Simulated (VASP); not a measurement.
Wanted: the native input for a VASP 6.6.1 run.

* Task: single point
* Functional: PBE
* Potentials or basis: VASP PAW PBE potentials, release 64 (Si, C)
* Cutoff: 520 eV
* k mesh: 22 × 22 × 22
* Occupations: gaussian, width 0.1 eV
* Spin: no spin polarisation
* Dipole correction: no
* Further INCAR settings: ALGO = Normal; EDIFF = 1e-06; NBANDS = 13

The structure of Si2C lies in POSCAR:

```
Si2C
1.0
   -1.5104700476      1.5104700476      4.4924319154
    1.5104700476     -1.5104700476      4.4924319154
    1.5104700476      1.5104700476     -4.4924319154
Si C
2 1
Direct
    0.3733332548      0.3733332548      0.0000000000
    0.6266667452      0.6266667452      0.0000000000
    0.7500000000      0.2500000000      0.5000000000
```

The cell was built from a structure type or drawn by symmetry, and may not be a known phase.

These files were run (other wordings do the same):

INCAR

```
SYSTEM = Si2C
  PREC = Accurate
  ENCUT = 520
  EDIFF = 1E-6
  ISMEAR = 0
  SIGMA = 0.1
  LREAL = .False.
  LASPH = .True.
  NELM = 100
  ALGO = Normal
  ISIF = 2
  LWAVE = .False.
  LCHARG = .False.
  GGA = PE
  NBANDS = 13
```

KPOINTS

```
regular mesh
0
Gamma
  22 22 22
  0 0 0
```

Potentials or basis: VASP PAW PBE potentials, release 64 (Si, C).

The run is started by

```sh
$ cat potpaw_PBE.64/Si/POTCAR potpaw_PBE.64/C/POTCAR > POTCAR
$ mpirun -np 1 vasp_std > vasp.out
```

Results of the run:

| Item | Value |
| --- | --- |
| Pressure | 0.0 GPa |
| Largest force | 0.008 eV/Å |
| Band gap on the k mesh | zero (bands 6 and 7 overlap by 3.33 eV) |

Run time: 12 min on 1 thread of Intel(R) Xeon(R) Platinum 8259CL CPU @ 2.50GHz (Skylake/Cascade Lake), on a shared host, peak memory 0.54 GiB.
